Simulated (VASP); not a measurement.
# TiRh (P4/mmm) in VASP: notebook

TiRh is run at these levels: LDA; tasks: single point.

All numbers are computed with VASP 6.6.1; they aren't measurements. Logs are shortened: lines on timing, memory, paths and dates and some standing lists are left out, and cuts for length are marked.

## (1) The cell of the first run

It takes space group P4/mmm (No. 123, tetragonal). Conventional cell: a = 3.084 Å, b = 3.084 Å, c = 3.115 Å, α = 90.00°, β = 90.00°, γ = 90.00°. Within 3.5 Å of Ti (site symmetry 4/mmm) lie 8 Rh at 2.68 Å and 6 Ti at 3.08 to 3.12 Å. Rh (site symmetry 4/mmm) has 8 Ti at 2.68 Å and 6 Rh at 3.08 to 3.12 Å within 3.5 Å.

## (2) Single point, LDA

Contents of INCAR:

```
SYSTEM = TiRh
PREC = Accurate
ENCUT = 520
EDIFF = 1E-7
ISMEAR = -1
SIGMA = 0.1
LREAL = .FALSE.
LASPH = .TRUE.
NELM = 80
ALGO = Normal
ISIF = 2
LWAVE = .FALSE.
LCHARG = .FALSE.
GGA = CA
NBANDS = 20
```

Contents of KPOINTS:

```
regular mesh
0
G
  11 11 11
  0 0 0
```

Contents of POSCAR:

```
TiRh
1.0
    3.0840480000      0.0000000000      0.0000000000
    0.0000000000      3.0840480000      0.0000000000
    0.0000000000      0.0000000000      3.1152000000
Ti Rh
1 1
Direct
    0.5000000000      0.5000000000      0.5000000000
    0.0000000000      0.0000000000      0.0000000000
```

Potentials or basis: VASP PAW LDA potentials, release 64 (Ti_sv, Rh_pv).

Started as:

```bash
cat potpaw_LDA.64/Ti_sv/POTCAR potpaw_LDA.64/Rh_pv/POTCAR > POTCAR
mpirun -np 1 vasp_std > vasp.out
```

OUTCAR:

```text
SYSTEM = TiRh
   PREC = Accurate
   ENCUT = 520
   EDIFF = 1E-7
   ISMEAR = -1
   LREAL = .FALSE.
   LASPH = .TRUE.
   NELM = 80
   ISIF = 2
   GGA = CA

 ion  position               nearest neighbor table
   1  0.500  0.500  0.500-   2 2.68   2 2.68   2 2.68   2 2.68   2 2.68   2 2.68   2 2.68   2 2.68

   2  0.000  0.000  0.000-   1 2.68   1 2.68   1 2.68   1 2.68   1 2.68   1 2.68   1 2.68   1 2.68

  LATTYP: Found a simple tetragonal cell.
 ALAT       =     3.0840480000
 C/A-ratio  =     1.0101010101

  Lattice vectors:

 A1 = (   3.0840480000,   0.0000000000,   0.0000000000)
 A2 = (   0.0000000000,   3.0840480000,   0.0000000000)
 A3 = (   0.0000000000,   0.0000000000,   3.1152000000)

Analysis of symmetry for initial positions (statically):
=====================================================================
 Subroutine PRICEL returns:
 Original cell was already a primitive cell.

 Routine SETGRP: Setting up the symmetry group for a
 simple tetragonal supercell.

 Subroutine GETGRP returns: Found 16 space group operations
 (whereof 16 operations were pure point group operations)
 out of a pool of 16 trial point group operations.

The static configuration has the point symmetry D_4h.

Analysis of symmetry for dynamics (positions and initial velocities):
=====================================================================
 Subroutine PRICEL returns:
 Original cell was already a primitive cell.

 Routine SETGRP: Setting up the symmetry group for a
 simple tetragonal supercell.

 Subroutine GETGRP returns: Found 16 space group operations
 (whereof 16 operations were pure point group operations)
 out of a pool of 16 trial point group operations.

The dynamic configuration has the point symmetry D_4h.

 Subroutine INISYM returns: Found 16 space group operations
 (whereof 16 operations are pure point group operations),
 and found     1 'primitive' translations

----------------------------------------------------------------------------------------

                                     Primitive cell

  volume of cell :      29.6298

  direct lattice vectors                    reciprocal lattice vectors
     3.084048000  0.000000000  0.000000000     0.324249169  0.000000000  0.000000000
     0.000000000  3.084048000  0.000000000     0.000000000  0.324249169  0.000000000
     0.000000000  0.000000000  3.115200000     0.000000000  0.000000000  0.321006677

  length of vectors
     3.084048000  3.084048000  3.115200000     0.324249169  0.324249169  0.321006677

  position of ions in fractional coordinates (direct lattice)
     0.500000000  0.500000000  0.500000000
     0.000000000  0.000000000  0.000000000

  ion indices of the primitive-cell ions
   primitive index   ion index
                 1           1
                 2           2

----------------------------------------------------------------------------------------

 KPOINTS: regular mesh

Automatic generation of k-mesh.
 Grid dimensions read from file:
 generate k-points for:   11   11   11

 Generating k-lattice:

  Cartesian coordinates                     Fractional coordinates (reciprocal lattice)
     0.029477197  0.000000000  0.000000000     0.090909091  0.000000000  0.000000000
     0.000000000  0.029477197  0.000000000     0.000000000  0.090909091  0.000000000
     0.000000000  0.000000000  0.029182425     0.000000000  0.000000000  0.090909091

  Length of vectors
     0.029477197  0.029477197  0.029182425

  Shift w.r.t. Gamma in fractional coordinates (k-lattice)
     0.000000000  0.000000000  0.000000000

 Subroutine IBZKPT returns following result:
 ===========================================

 Found    126 irreducible k-points:

 Following reciprocal coordinates:
            Coordinates               Weight
  0.000000  0.000000  0.000000      1.000000
  0.090909  0.000000  0.000000      4.000000
  0.181818  0.000000  0.000000      4.000000
  0.272727  0.000000  0.000000      4.000000
  0.363636  0.000000  0.000000      4.000000
  0.454545  0.000000  0.000000      4.000000
[... 16 lines left out ...]
  0.090909  0.000000  0.090909      8.000000
  0.181818  0.000000  0.090909      8.000000
 [... further k-points ...]
   k-points           NKPTS =    126   k-points in BZ     NKDIM =    126   number of bands    NBANDS=     20
   number of dos      NEDOS =    301   number of ions     NIONS =      2
   total plane-waves  NPLWV =  13824
   dimension x,y,z NGX =    24 NGY =   24 NGZ =   24
   dimension x,y,z NGXF=    48 NGYF=   48 NGZF=   48
   ions per type =               1   1
   NGX,Y,Z   is equivalent  to a cutoff of  12.94, 12.94, 12.81 a.u.
   NGXF,Y,Z  is equivalent  to a cutoff of  25.87, 25.87, 25.62 a.u.
 SYSTEM =  TiRh
   PREC   = accura    normal or accurate (medium, high low for compatibility)
   ISTART =      0    job   : 0-new  1-cont  2-samecut
   ICHARG =      2    charge: 1-file 2-atom 10-const
   ISPIN  =      1    spin polarized calculation?
   LNONCOLLINEAR =      F non collinear calculations
   LSORBIT =      F    spin-orbit coupling
   LASPH  =      T    aspherical Exc in radial PAW
   ENCUT  =  520.0 eV  38.22 Ry    6.18 a.u.   5.73  5.73  5.79*2*pi/ulx,y,z
   NELM   =     80;   NELMIN=  2; NELMDL= -5     # of ELM steps
   EDIFF  = 0.1E-06   stopping-criterion for ELM
   LREAL  =      F    real-space projection
   EDIFFG = 0.1E-05   stopping-criterion for IOM
   NSW    =      0    number of steps for IOM
   IBRION =     -1    ionic relax: 0-MD 1-quasi-New 2-CG
   NFREE  =      0    steps in history (QN), initial steepest desc. (CG)
   ISIF   =      2    stress and relaxation
   ISYM   =      2    0-nonsym 1-usesym 2-fastsym
   POTIM  = 0.5000    time-step for ionic-motion
   TEBEG  =    0.0;   TEEND  =   0.0 temperature during run
   PSTRESS=    0.0 pullay stress
   NELECT =      27.0000    total number of electrons
   NUPDOWN=      -1.0000    fix difference up-down
   EMIN   =  10.00;   EMAX   =-10.00  energy-range for DOS
   EFERMI =   0.00;   METHOD = LEGACY
   ISMEAR =    -1;   SIGMA  =   0.10  broadening in eV -4-tet -1-fermi 0-gaus
   EFERMI_NEDOS =   21; number of points for ismear=-14 and -15
   IALGO  =     38    algorithm
   IMIX   =      4    mixing-type and parameters
     AMIX     =   0.40;   BMIX     =  1.00
     AMIX_MAG =   1.60;   BMIX_MAG =  1.00
  volume/ion in A,a.u.               =      14.81        99.98
  Fermi-wavevector in a.u.,A,eV,Ry     =   1.587157  2.999293 34.274013  2.519069
  Thomas-Fermi vector in A             =   2.686358
   LORBIT       =      0    0 simple, 1 ext, 2 COOP (PROOUT), +10 PAW based schemes
   GGA     = CA    functional components
   LHFCALC =     F    Hartree Fock is set to
   AEXX    =    0.0000 exact exchange contribution
   IVDW    =     0    specifies the selected vdW correction
   LEPSILON=     F    determine dielectric tensor
   LRPA    =     F    only Hartree local field effects (RPA)
 non-spin polarized calculation
  energy-cutoff  :      520.00
  volume of cell :       29.63
 maximum number of plane-waves:       812
 NGX is ok and might be reduce to    24
   NGX = 11   NGY = 11   NGZ = 11

 number of electron      27.0000013 magnetization

 Free energy of the ion-electron system (eV)
  ---------------------------------------------------
  ext. energy  EPLUGINS =         0.00000000
  ---------------------------------------------------
  free energy    TOTEN  =       -18.70080570 eV

  energy without entropy =      -18.60658533  energy(sigma->0) =      -18.65369551

 E-fermi :  10.7234     XC(G=0): -13.2275

 val. band max:       10.7229028529   @ k =   0.4545   0.3636   0.1818
 cond. band min:      10.7286904403   @ k =   0.3636   0.0909   0.4545
 fundamental gap:      0.0057875874
 Fermi energy:        10.7234406529

 k-point     1 :       0.0000    0.0000    0.0000
  band No.  band energies     occupation
      1     -46.1226      2.00000
      2     -35.8751      2.00000
      3     -35.8748      2.00000
      4     -35.8748      2.00000
      5     -22.6411      2.00000
      6     -22.6316      2.00000
[... 12 lines left out ...]
     19      19.1610      0.00000
     20      19.4660      0.00000

 k-point     2 :       0.0909    0.0000    0.0000
  band No.  band energies     occupation
      1     -46.1212      2.00000
      2     -35.8817      2.00000
      3     -35.8743      2.00000
      4     -35.8739      2.00000
      5     -22.6505      2.00000
      6     -22.6407      2.00000
[... 12 lines left out ...]
     19      18.8094      0.00000
     20      19.6209      0.00000

 k-point     3 :       0.1818    0.0000    0.0000
  band No.  band energies     occupation
      1     -46.1174      2.00000
      2     -35.9002      2.00000
      3     -35.8719      2.00000
      4     -35.8716      2.00000
      5     -22.7010      2.00000
      6     -22.6395      2.00000
[... 12 lines left out ...]
     19      17.3389      0.00000
     20      20.7966      0.00000

 k-point     4 :       0.2727    0.0000    0.0000
  band No.  band energies     occupation
      1     -46.1124      2.00000
      2     -35.9243      2.00000
      3     -35.8688      2.00000
      4     -35.8686      2.00000
      5     -22.7665      2.00000
      6     -22.6380      2.00000
[... 12 lines left out ...]
     19      15.7384      0.00000
     20      22.3795      0.00000

 k-point     5 :       0.3636    0.0000    0.0000
  band No.  band energies     occupation
      1     -46.1078      2.00000
      2     -35.9464      2.00000
      3     -35.8660      2.00000
      4     -35.8658      2.00000
      5     -22.8262      2.00000
      6     -22.6367      2.00000
[... 12 lines left out ...]
     19      14.4937      0.00000
     20      24.1640      0.00000

 k-point     6 :       0.4545    0.0000    0.0000
  band No.  band energies     occupation
      1     -46.1051      2.00000
      2     -35.9595      2.00000
      3     -35.8643      2.00000
      4     -35.8641      2.00000
      5     -22.8615      2.00000
      6     -22.6358      2.00000
[... 12 lines left out ...]
     19      13.9350      0.00000
     20      25.9225      0.00000

 k-point     7 :       0.0909    0.0909    0.0000
  band No.  band energies     occupation
      1     -46.1197      2.00000
      2     -35.8820      2.00000
      3     -35.8799      2.00000
      4     -35.8734      2.00000
      5     -22.6530      2.00000
      6     -22.6465      2.00000
[... 12 lines left out ...]
     19      19.0517      0.00000
     20      19.4065      0.00000
[... 277 lines left out ...]
 k-point    20 :       0.4545    0.3636    0.0000
  band No.  band energies     occupation
      1     -46.0848      2.00000
      2     -35.9630      2.00000
      3     -35.9482      2.00000
      4     -35.8571      2.00000
      5     -22.8195      2.00000
      6     -22.7830      2.00000
[... 12 lines left out ...]
     19      13.7714      0.00000
     20      19.7593      0.00000

 k-point    21 :       0.4545    0.4545    0.0000
  band No.  band energies     occupation
      1     -46.0810      2.00000
      2     -35.9639      2.00000
      3     -35.9633      2.00000
      4     -35.8557      2.00000
      5     -22.8126      2.00000
      6     -22.8108      2.00000
[... 12 lines left out ...]
     19      13.4831      0.00000
     20      19.2540      0.00000

 k-point    22 :       0.0000    0.0000    0.0909
  band No.  band energies     occupation
      1     -46.1214      2.00000
      2     -35.8812      2.00000
      3     -35.8740      2.00000
      4     -35.8740      2.00000
      5     -22.6585      2.00000
      6     -22.6313      2.00000
[... 12 lines left out ...]
     19      18.5234      0.00000
     20      19.9049      0.00000

 k-point    23 :       0.0909    0.0000    0.0909
  band No.  band energies     occupation
      1     -46.1199      2.00000
      2     -35.8819      2.00000
      3     -35.8796      2.00000
      4     -35.8731      2.00000
      5     -22.6589      2.00000
      6     -22.6487      2.00000
[... 12 lines left out ...]
     19      18.8617      0.00000
     20      19.3168      0.00000

 k-point    24 :       0.1818    0.0000    0.0909
  band No.  band energies     occupation
      1     -46.1160      2.00000
      2     -35.8999      2.00000
      3     -35.8782      2.00000
      4     -35.8709      2.00000
      5     -22.7002      2.00000
      6     -22.6551      2.00000
[... 12 lines left out ...]
     19      17.6476      0.00000
     20      20.1018      0.00000

 [... further k-points ...]
[... 5 lines left out ...]
  --------------------------------------------------------------------------------------
  -------------------------------------------------------------------------------------
  Total       -1.7528376     -1.7528376     -1.5840374      0.0000000      0.0000000      0.0000000
  in kB      -94.7816062    -94.7816062    -85.6540355      0.0000000      0.0000000      0.0000000
  external PRESSURE =     -91.7390826 kB  Pullay stress =       0.0000000 kB

 VOLUME and BASIS-vectors are now :
 -----------------------------------------------------------------------------
  energy-cutoff  :      520.00
  volume of cell :       29.63
      direct lattice vectors                 reciprocal lattice vectors
     3.084048000  0.000000000  0.000000000     0.324249169  0.000000000  0.000000000
     0.000000000  3.084048000  0.000000000     0.000000000  0.324249169  0.000000000
     0.000000000  0.000000000  3.115200000     0.000000000  0.000000000  0.321006677

 POSITION                                       TOTAL-FORCE (eV/Angst)
 -----------------------------------------------------------------------------------
      1.54202      1.54202      1.55760         0.000000      0.000000      0.000000
      0.00000      0.00000      0.00000         0.000000      0.000000      0.000000
 -----------------------------------------------------------------------------------
    total drift:                                0.000000      0.000000     -0.000000

  FREE ENERGIE OF THE ION-ELECTRON SYSTEM (eV)
  ---------------------------------------------------
  free  energy   TOTEN  =       -18.7008057020 eV

  energy  without entropy=      -18.6065853265  energy(sigma->0) =      -18.65369551
```

It took 76 s on 1 thread of Intel Xeon 8259CL, shared host; peak memory 0.19 GiB.

What came out:

```yaml
Free_energy: -18.7008 eV
Pressure: -9.2 GPa
```

Levels at points of the mesh, in eV from the Fermi level:
| k point | band 10 | band 11 | band 12 | band 13 | band 14 | band 15 | band 16 | band 17 |
| --- | --- | --- | --- | --- | --- | --- | --- | --- |
| (0.00, 0.00, 0.00) | -5.27 | -2.41 | -2.41 | -2.34 | 0.74 | 0.83 | 2.49 | 2.51 |

[end of part 1 of 2]
